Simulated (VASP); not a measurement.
Here is a VASP 6.6.1 calculation.

POSCAR

```
Sn
1.0
   -1.9007422273      1.8818293693      1.8912857983
    1.9007422273     -1.8818293693      1.8912857983
    1.9007422273      1.8818293693     -1.8912857983
Sn
1
Direct
    0.0000000000      0.0000000000      0.0000000000
```

Contents of INCAR.step1:

```
SYSTEM = Sn
PREC = Accurate ; ENCUT = 520
ISMEAR = 0 ; SIGMA = 0.15
LREAL = .FALSE. ; LASPH = .TRUE.
NELM = 80 ; NBANDS = 13
GGA = PE ; ALGO = Normal
EDIFF = 1E-4 ; LWAVE = .TRUE.
LCHARG = .FALSE.
```

File INCAR.step2:

```
SYSTEM = Sn
PREC = Accurate ; ENCUT = 520
EDIFF = 1E-6 ; ISMEAR = 0
SIGMA = 0.15 ; LREAL = .FALSE.
LASPH = .TRUE. ; NELM = 80
ALGO = Normal ; ISIF = 2
LWAVE = .FALSE. ; LCHARG = .FALSE.
METAGGA = R2SCAN ; LMIXTAU = .TRUE.
NBANDS = 13 ; ISTART = 1
```

Contents of KPOINTS:

```
regular mesh
0
G
  22 22 22
  0 0 0
```

Potentials or basis: VASP PAW PBE potentials, release 64 (Sn_d).

Launch:

```sh
$ cat potpaw_PBE.64/Sn_d/POTCAR > POTCAR
$ cp INCAR.step1 INCAR
$ mpirun -np 1 vasp_std > vasp.out
$ cp INCAR.step2 INCAR
$ mpirun -np 1 vasp_std > vasp.out
```

(1) Predict the band gap on the k mesh.

(2) Predict the pressure.

## Answers

(1) zero (bands 7 and 8 overlap by 11.02 eV).

(2) -0.3 GPa.

Caveat: the cell differs from its parent crystal (strain +0.0050 x Voigt [1, -1, 0, 0, 0, 0]); the PAW data sets were made with another functional, which shifts forces and pressure a little; spin-orbit coupling is left out, which moves the levels of the heavy elements.
